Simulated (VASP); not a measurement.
A run of VASP 6.6.1:

INCAR

```
PREC     = Accurate       # precision mode
ENCUT    = 520            # plane-wave cutoff, eV
EDIFF    = 1E-6           # SCF threshold, eV
ISMEAR   = -1             # smearing method
SIGMA    = 0.1            # smearing width, eV
LREAL    = False          # projectors in reciprocal space
LASPH    = True           # aspherical terms in the spheres
NELM     = 150            # most SCF steps
ALGO     = Normal         # electronic algorithm
ISIF     = 2              # what is computed and relaxed
LWAVE    = False          # write WAVECAR
LCHARG   = False          # write CHGCAR
LNONCOLLINEAR= True           # non-collinear magnetism
MAGMOM   = 0 0 0          # initial moments
LORBIT   = 11             # projections on sites
LSORBIT  = True           # spin-orbit coupling
GGA_COMPAT= False        
LORBMOM  = True         
LMAXMIX  = 4              # l up to which the mixer works
NBANDS   = 24             # bands
```

File KPOINTS:

```
regular mesh
0
Gamma
  12 12 12
```

POSCAR

```
Nb
1.0
    2.6656001479      0.0000000000      0.0000000000
    0.0000000000      2.6656001479      0.0000000000
    0.0000000000      0.0000000000      2.6656001479
Nb
1
Direct
    0.0000000000      0.0000000000      0.0000000000
```

Potentials or basis: VASP PAW LDA potentials, release 64 (Nb_sv).

Run with:

```bash
$ cat potpaw_LDA.64/Nb_sv/POTCAR > POTCAR
$ mpirun -np 1 vasp_ncl > vasp.out
```

Hardware: 1 thread of Intel(R) Xeon(R) Platinum 8259CL CPU @ 2.50GHz (Skylake/Cascade Lake), on a shared host.

Q: Estimate the wall time of this run.

A: Run time: 52 s on 1 thread of Intel(R) Xeon(R) Platinum 8259CL CPU @ 2.50GHz (Skylake/Cascade Lake) (shared host), peak memory 0.18 GiB. Counts: scf iterations 13, k points 84.
